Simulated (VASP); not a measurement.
Runs of VASP 6.6.1 on MoS2. The structure is that of space group P-6m2 (No. 187), or close to it. The cells are those of the table. 

```csv
cell,gap on the mesh (eV),pressure (GPa),largest force (eV/Å)
"a = 3.193, b = 3.193, c = 6.469 Å, angles 90.0, 90.0, 120.0°, 3 atoms",0.79,0.3,0.48
"a = 3.099, b = 3.099, c = 6.867 Å, angles 90.0, 90.0, 120.0°, 3 atoms",(b),-0.6,0.60
"a = 3.238, b = 3.238, c = 6.288 Å, angles 90.0, 90.0, 120.0°, 3 atoms",(a),0.9,0.99
"a = 3.051, b = 3.051, c = 7.084 Å, angles 90.0, 90.0, 120.0°, 3 atoms",1.20,-0.9,1.15
"a = 2.886, b = 2.886, c = 7.918 Å, angles 90.0, 90.0, 120.0°, 3 atoms",0.13,-0.3,2.87
```

Alike in all rows: task single point; level PBE+D3(BJ); potentials or basis VASP PAW PBE potentials, release 64 (Mo_sv, S); no spin polarisation; k mesh 12 × 12 × 6; cutoff (eV) 520; smearing gaussian 0.05 eV.

**Question.** Estimate the missing entries.

**Answer.** (a) 0.21; (b) 1.39.

Caveats: forces of over 1 eV/Å act on the atoms, so gaps and moduli don't describe the material at rest (some runs).

A k mesh can miss the band edges, and the runs leave out spin-orbit coupling on Mo.
